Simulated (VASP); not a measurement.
# ZnS (F-43m) in VASP: notebook, part 2 of 3

VASP 6.6.1. Earlier steps stand in the parts before.

## Step 3: Relaxation of cell and atoms, PBEsol

This run uses another cell than the first one, of 19.73 Å³/atom, 1.027 times its volume.

The input, INCAR:

```
SYSTEM = ZnS
PREC     = Accurate       ! precision mode
ENCUT    = 600            ! plane-wave cutoff, eV
EDIFF    = 1E-7           ! SCF threshold, eV
ISMEAR   = 0              ! smearing method
SIGMA    = 0.02           ! smearing width, eV
LREAL    = .FALSE.        ! projectors in reciprocal space
LASPH    = .TRUE.         ! aspherical terms in the spheres
NELM     = 80             ! most SCF steps
ALGO     = Normal         ! electronic algorithm
ISIF     = 3              ! what is computed and relaxed
LWAVE    = .FALSE.        ! write WAVECAR
LCHARG   = .FALSE.        ! write CHGCAR
GGA      = PS             ! functional
IBRION   = 2              ! ionic algorithm
NSW      = 100            ! ionic steps
EDIFFG   = -0.005         ! ionic threshold
```

The input, KPOINTS:

```
Automatic mesh
0
G
  10 10 10
  0 0 0
```

The input, POSCAR:

```
ZnS
1.0
    0.0000000000      2.7020000000      2.7020000000
    2.7020000000      0.0000000000      2.7020000000
    2.7020000000      2.7020000000      0.0000000000
Zn S
1 1
Direct
    0.2500000000      0.2500000000      0.2500000000
    0.0000000000      0.0000000000      0.0000000000
```

Potentials or basis: VASP PAW PBE potentials, release 64 (Zn, S).

The run is started by

```bash
$ cat potpaw_PBE.64/Zn/POTCAR potpaw_PBE.64/S/POTCAR > POTCAR
$ mpirun -np 1 vasp_std > vasp.out
```

OUTCAR:

```text
SYSTEM = ZnS
   PREC = Accurate
   ENCUT = 600
   EDIFF = 1E-7
   ISMEAR = 0
   LREAL = .FALSE.
   LASPH = .TRUE.
   NELM = 80
   ISIF = 3
   GGA = PS
   IBRION = 2
   NSW = 100
   EDIFFG = -0.005

 ion  position               nearest neighbor table
   1  0.250  0.250  0.250-   2 2.34   2 2.34   2 2.34   2 2.34
   2  0.000  0.000  0.000-   1 2.34   1 2.34   1 2.34   1 2.34

  LATTYP: Found a face centered cubic cell.
 ALAT       =     5.4040000000

  Lattice vectors:

 A1 = (   0.0000000000,   2.7020000000,   2.7020000000)
 A2 = (   2.7020000000,   0.0000000000,   2.7020000000)
 A3 = (   2.7020000000,   2.7020000000,   0.0000000000)

Analysis of symmetry for initial positions (statically):
=====================================================================
 Subroutine PRICEL returns:
 Original cell was already a primitive cell.

 Routine SETGRP: Setting up the symmetry group for a
 face centered cubic supercell.

 Subroutine GETGRP returns: Found 24 space group operations
 (whereof 24 operations were pure point group operations)
 out of a pool of 48 trial point group operations.

The static configuration has the point symmetry T_d .

Analysis of symmetry for dynamics (positions and initial velocities):
=====================================================================
 Subroutine PRICEL returns:
 Original cell was already a primitive cell.

 Routine SETGRP: Setting up the symmetry group for a
 face centered cubic supercell.

 Subroutine GETGRP returns: Found 24 space group operations
 (whereof 24 operations were pure point group operations)
 out of a pool of 48 trial point group operations.

The dynamic configuration has the point symmetry T_d .

 Subroutine INISYM returns: Found 24 space group operations
 (whereof 24 operations are pure point group operations),
 and found     1 'primitive' translations

----------------------------------------------------------------------------------------

                                     Primitive cell

  volume of cell :      39.4535
[... 123 lines left out ...]
  energy-cutoff  :      600.00
  volume of cell :       39.45
 maximum number of plane-waves:      1363
   NGX = 15   NGY = 15   NGZ = 15

--------------------------------------- Ionic step        1  -------------------------------------------

 number of electron      17.9999998 magnetization

 Free energy of the ion-electron system (eV)
  ---------------------------------------------------
  ext. energy  EPLUGINS =         0.00000000
  ---------------------------------------------------
  free energy    TOTEN  =        -7.58393365 eV

  energy without entropy =       -7.58393365  energy(sigma->0) =       -7.58393365

------------------------ aborting loop because EDIFF is reached ----------------------------------------

  FORCE on cell =-STRESS in cart. coord.  units (eV):
  Direction    XX          YY          ZZ          XY          YZ          ZX
  --------------------------------------------------------------------------------------
  -------------------------------------------------------------------------------------
  Total       -0.4402109     -0.4402109     -0.4402109      0.0000000      0.0000000     -0.0000000
  in kB      -17.8766179    -17.8766179    -17.8766179      0.0000000      0.0000000     -0.0000000
  external PRESSURE =     -17.8766179 kB  Pullay stress =       0.0000000 kB
[... 23 lines left out ...]
--------------------------------------- Ionic step        2  -------------------------------------------

 number of electron      17.9999988 magnetization

 E-fermi :   2.4273     XC(G=0): -10.0008

 val. band max:        2.3172926952   @ k =   0.0000   0.0000   0.0000
 cond. band min:       4.4348227841   @ k =   0.0000   0.0000   0.0000
 fundamental gap:      2.1175300890
 Fermi energy:         2.4273291895

 k-point     1 :       0.0000    0.0000    0.0000
  band No.  band energies     occupation
      1     -11.0676      2.00000
      2      -4.1900      2.00000
      3      -4.1900      2.00000
      4      -4.1900      2.00000
      5      -3.6522      2.00000
      6      -3.6522      2.00000
      7       2.3173      2.00000
      8       2.3173      2.00000
      9       2.3173      2.00000
     10       4.4348      0.00000
     11       8.6013      0.00000
     12       8.6013      0.00000
     13       8.6013      0.00000
[... 403 lines left out ...]
--------------------------------------- Ionic step        3  -------------------------------------------

 number of electron      17.9999989 magnetization

 Free energy of the ion-electron system (eV)
  ---------------------------------------------------
  ext. energy  EPLUGINS =         0.00000000
  ---------------------------------------------------
  free energy    TOTEN  =        -7.58928861 eV

  energy without entropy =       -7.58928861  energy(sigma->0) =       -7.58928861

 E-fermi :   2.3488     XC(G=0):  -9.9631

 val. band max:        2.2403544647   @ k =   0.0000   0.0000   0.0000
 cond. band min:       4.3229999184   @ k =   0.0000   0.0000   0.0000
 fundamental gap:      2.0826454537
 Fermi energy:         2.3487816869

 k-point     1 :       0.0000    0.0000    0.0000
  band No.  band energies     occupation
      1     -11.0862      2.00000
      2      -4.2319      2.00000
      3      -4.2319      2.00000
      4      -4.2319      2.00000
      5      -3.7039      2.00000
      6      -3.7039      2.00000
      7       2.2404      2.00000
      8       2.2404      2.00000
      9       2.2404      2.00000
     10       4.3230      0.00000
     11       8.5309      0.00000
     12       8.5309      0.00000
     13       8.5309      0.00000
[... 397 lines left out ...]
  FREE ENERGIE OF THE ION-ELECTRON SYSTEM (eV)
  ---------------------------------------------------
  free  energy   TOTEN  =        -7.5892886141 eV

  energy  without entropy=       -7.5892886141  energy(sigma->0) =       -7.58928861

 reached required accuracy - stopping structural energy minimisation
```

OSZICAR:

```text
N       E                     dE             d eps       ncg     rms          rms(c)
DAV:   1     0.868473774968E+02    0.86847E+02   -0.95833E+03  1222   0.180E+03
[... 26 lines left out ...]
DAV:   1    -0.760142296231E+01   -0.12742E-01   -0.15579E-01  1442   0.964E+00    0.792E-01
DAV:   2    -0.759087441466E+01    0.10549E-01   -0.36875E-02  1447   0.602E+00    0.305E-01
DAV:   3    -0.758963969132E+01    0.12347E-02   -0.14482E-03  1272   0.379E-01    0.139E-01
DAV:   4    -0.758933802006E+01    0.30167E-03   -0.15624E-04  1445   0.209E-01    0.634E-02
DAV:   5    -0.758928845974E+01    0.49560E-04   -0.45169E-05  1862   0.145E-01    0.124E-02
DAV:   6    -0.758928826134E+01    0.19840E-06   -0.14656E-05  1272   0.504E-02    0.612E-03
DAV:   7    -0.758928866795E+01   -0.40661E-06   -0.74529E-07  1497   0.187E-02    0.255E-03
DAV:   8    -0.758928861411E+01    0.53839E-07   -0.20812E-07   646   0.830E-03
   3 F= -.75892886E+01 E0= -.75892886E+01  d E =-.535497E-02
```

CONTCAR:

```text
ZnS
   1.00000000000000
    -0.0000000000000000    2.6804164111230055    2.6804164111230055
     2.6804164111230055    0.0000000000000000    2.6804164111230055
     2.6804164111230055    2.6804164111230055    0.0000000000000000
  Zn              S
     1     1
Direct
     0.2500000000000000    0.2500000000000000    0.2500000000000000
     0.0000000000000000    0.0000000000000000    0.0000000000000000

  0.00000000E+00  0.00000000E+00  0.00000000E+00
  0.00000000E+00  0.00000000E+00  0.00000000E+00
```

It took 43 s on 1 thread of Intel Xeon Platinum 8259CL at 2.50GHz (Skylake/Cascade Lake), shared host; peak memory 0.2 GiB.

Results:

* Free energy: -7.5893 eV
* Relaxed volume: 19.26 Å³/atom
* Relaxed cell: a = 3.791 Å, b = 3.791 Å, c = 3.791 Å, α = 60.00°, β = 60.00°, γ = 60.00°
* Space group after relaxing (to 0.05 Å): F-43m (No. 216)
* Energy gained by relaxing: 2.7 meV/atom
* Ionic steps: 3
* Pressure after relaxing: 0.0 GPa
* Band gap on the k mesh: 2.08 eV, direct

The path:
```
step  energy change (eV)  largest force (eV/Å)  pressure (GPa)  volume (Å³)
   1              0.0000                0.0000           -1.79        39.45
   2             -0.0047                0.0000            0.64        38.21
   3             -0.0054                0.0000            0.01        38.52
```

Final structure:
```yaml
crystal:
  lattice:
    - [0.00000, 2.68042, 2.68042]
    - [2.68042, 0.00000, 2.68042]
    - [2.68042, 2.68042, 0.00000]
  atoms:
    - { symbol: Zn, position: [0.25000, 0.25000, 0.25000] }
    - { symbol: S, position: [0.00000, 0.00000, 0.00000] }
```

Levels at points of the mesh, in eV from the valence-band top:
| k point | band 7 | band 8 | band 9 | band 10 | band 11 | band 12 |
| --- | --- | --- | --- | --- | --- | --- |
| (0.00, 0.00, 0.00) | 0.00 | 0.00 | 0.00 | 2.08 | 6.29 | 6.29 |
| (0.50, 0.00, 0.00) | -5.52 | -0.91 | -0.91 | 3.24 | 6.82 | 6.82 |
| (0.50, 0.50, 0.00) | -4.70 | -2.34 | -2.34 | 3.18 | 3.96 | 11.00 |

Caveat: the PAW data sets were made with another functional, which shifts forces and pressure a little.

(Part 2 of 3 ends here.)
